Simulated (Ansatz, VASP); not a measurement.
## One calculation of ZnO, two programs

```xyz
4
Lattice="3.2799 0.0000 0.0000 -1.6400 2.8405 0.0000 0.0000 0.0000 5.2940" Properties=species:S:1:pos:R:3 pbc="T T T"
Zn    1.6400    0.9468    2.6503
Zn    0.0000    1.8937    0.0032
O     1.6400    0.9468    4.6572
O     0.0000    1.8937    2.0101
```

Alike in both runs: functional PBE; k mesh 3 × 3 × 2; no spin polarisation.

Ansatz relaxed the structure, and its values are those at the end. VASP's run is a single point on that final structure, the one shown.

|  | VASP | Ansatz |
| --- | --- | --- |
| version | VASP 6.6.1 | Ansatz 0.2.0 |
| potentials or method | VASP PAW PBE potentials, release 64 (Zn, O), cutoff 600 eV | plane-wave PAW DFT |
| occupations | gaussian, width 0.01 eV | fixed |
| valence electrons in the cell | 36 | 36 |

Ansatz gave:

```
gap on the k mesh at the Fermi level (eV) : 0.71
rms of the force components (eV/Å)        : 0.010
```

Q: Which values does VASP return?

A: gap on the k mesh at the Fermi level (eV): 0.70; rms of the force components (eV/Å): 0.010.

The k mesh is coarse, so the values compare programs but aren't converged.
